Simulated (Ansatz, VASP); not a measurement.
Given: the input of a run of VASP 6.6.1 on BN.

Contents of POSCAR:

```
BN
1.0
    2.6040295656      0.0000000000      0.0000000000
   -1.3020147828      2.2551557560      0.0000000000
    0.0000000000      0.0000000000      4.3097555565
N B
2 2
Direct
    0.3333333333      0.6666666667      0.1252760000
    0.6666666667      0.3333333333      0.6252760000
    0.3333333333      0.6666666667      0.4997240000
    0.6666666667      0.3333333333      0.9997240000
```

Contents of INCAR.step1:

```
SYSTEM = BN
PREC     = Accurate       ! precision mode
ENCUT    = 520            ! plane-wave cutoff, eV
ISMEAR   = -1             ! smearing method
SIGMA    = 0.05           ! smearing width, eV
LREAL    = .FALSE.        ! projectors in reciprocal space
LASPH    = .TRUE.         ! aspherical terms in the spheres
NELM     = 80             ! most SCF steps
NBANDS   = 16             ! bands
GGA      = PE             ! functional
ALGO     = Normal         ! electronic algorithm
EDIFF    = 1E-4           ! SCF threshold, eV
LWAVE    = .TRUE.         ! write WAVECAR
LCHARG   = .FALSE.        ! write CHGCAR
```

File INCAR.step2:

```
SYSTEM = BN
PREC     = Accurate       ! precision mode
ENCUT    = 520            ! plane-wave cutoff, eV
EDIFF    = 1E-6           ! SCF threshold, eV
ISMEAR   = -1             ! smearing method
SIGMA    = 0.05           ! smearing width, eV
LREAL    = .FALSE.        ! projectors in reciprocal space
LASPH    = .TRUE.         ! aspherical terms in the spheres
NELM     = 80             ! most SCF steps
ALGO     = Normal         ! electronic algorithm
ISIF     = 2              ! what is computed and relaxed
LWAVE    = .FALSE.        ! write WAVECAR
LCHARG   = .TRUE.         ! write CHGCAR
METAGGA  = R2SCAN         ! meta-GGA
LMIXTAU  = .TRUE.       
LELF     = .TRUE.         ! ELF
LVHAR    = .TRUE.       
NBANDS   = 16             ! bands
ISTART   = 1
```

The input KPOINTS:

```
Automatic mesh
0
G
  12 12 6
  0 0 0
```

Potentials or basis: VASP PAW PBE potentials, release 64 (N, B).

Command:

```bash
$ cat potpaw_PBE.64/N/POTCAR potpaw_PBE.64/B/POTCAR > POTCAR
$ cp INCAR.step1 INCAR
$ mpirun -np 1 vasp_std > vasp.out
$ cp INCAR.step2 INCAR
$ mpirun -np 1 vasp_std > vasp.out
```

Question: Set up the same calculation for Ansatz 0.2.0. Potentials there: Ansatz PAW.

Answer: As run (the cutoff follows the program's own potentials):

File input.yaml:

```yaml
crystal:
  lattice:
    - [2.6040295656, 0.0, 0.0]
    - [-1.3020147828, 2.255155756, 0.0]
    - [0.0, 0.0, 4.3097555565]
  atoms:
    - { symbol: "N", position: [0.3333333333, 0.6666666667, 0.125276] }
    - { symbol: "N", position: [0.6666666667, 0.3333333333, 0.625276] }
    - { symbol: B, position: [0.3333333333, 0.6666666667, 0.499724] }
    - { symbol: B, position: [0.6666666667, 0.3333333333, 0.999724] }
hamiltonian:
  xc: r2scan
  pseudopotentials: { kind: paw }
kpoints:
  mp_grid: { grid: [12, 12, 6] }
scf:
  occupations: { method: fermi_dirac, width: 0.05 }
output:
  forces: true
  stress: true
  eigenvalues: true
```

Potentials or basis: Ansatz PAW.

Run with:

```sh
$ ansatz run input.yaml --threads 2 --pin off --max-ram 5632MiB --backend cpu --events-out ev --progress --plain --runs-dir out
```

Both were run:

|  | VASP | Ansatz | Ansatz less VASP |
| --- | --- | --- | --- |
| gap on the k mesh at the Fermi level (eV) | 5.79 | 5.82 | +0.028 |
| least direct gap on the mesh (eV) | 8.59 | 8.61 | +0.014 |
| pressure (GPa) | -23.5 | -24.3 | -0.85 |
| traceless stress, the component that is largest in VASP (GPa) | -0.55 | -0.54 | +0.009 |
| rms of the force components (eV/Å) | 0.037 | 0.038 | +0.0018 |

VASP's potentials were made for PBE, not for r2SCAN. Atom by atom the forces differ by 0.002 eV/Å (rms over components).
